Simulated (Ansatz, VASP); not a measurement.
**One calculation of Ni, two programs**

```xyz
1
Lattice="0.0000 1.7104 1.7104 1.7104 0.0000 1.7104 1.7104 1.7104 0.0000" Properties=species:S:1:pos:R:3 pbc="T T T"
Ni    0.0000    0.0000    0.0000
```

Alike in both runs: task single point; functional LDA; k mesh 16 × 16 × 16; occupations fermi-dirac, width 0.2 eV; no spin polarisation.

```csv
,VASP,Ansatz
version,VASP 6.6.1,Ansatz 0.2.0
potentials or method,"VASP PAW LDA potentials, release 64 (Ni), cutoff 600 eV","plane waves (420 eV) with PAW, scalar-relativistic"
valence electrons in the cell,10,18
```

|  | VASP | Ansatz | Ansatz less VASP |
| --- | --- | --- | --- |
| pressure (GPa) | 1.1 | 1.3 | +0.18 |

Ansatz warns that its potentials were made for another functional, while VASP's fit it. LDA's correlation is that of Perdew and Zunger in VASP and of Perdew and Wang (1992) in Ansatz. VASP's potentials hold 10 valence electrons a cell and Ansatz's 18, so a difference there can come from the potentials and not from the codes.
